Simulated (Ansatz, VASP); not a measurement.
BaTiO3: VASP beside Ansatz

```
Ba Ti O
1.0
     3.99980    0.00000    0.00000
     0.00000    3.99980    0.00000
     0.00000    0.00000    4.01800
Ba Ti O
1 1 3
Direct
  0.00000 0.00000 0.00000
  0.50000 0.50000 0.48200
  0.50000 0.50000 0.01600
  0.50000 0.00000 0.51500
  0.00000 0.50000 0.51500
```

Alike in both runs: task relaxation of cell and atoms; functional PBE; k mesh 8 × 8 × 8; occupations gaussian, width 0.02 eV; no spin polarisation.

```csv
,VASP,Ansatz
version,VASP 6.6.1,Ansatz 0.2.0
potentials or method,"VASP PAW PBE potentials, release 64 (Ba_sv, Ti_sv, O), cutoff 600 eV","scalar-relativistic, plane waves, PAW"
valence electrons in the cell,40,40
```

|  | VASP | Ansatz | Ansatz less VASP |
| --- | --- | --- | --- |
| gap on the k mesh at the Fermi level, each at its own relaxed structure (eV) | 1.77 | 1.84 | +0.074 |
| relaxed volume (Å³/atom) | 13.49 | 13.35 | -0.143 |
| relaxed cell length with the largest relative difference (Å) | 4.226 | 4.202 | -0.0246 |

Spin-orbit coupling is off throughout.
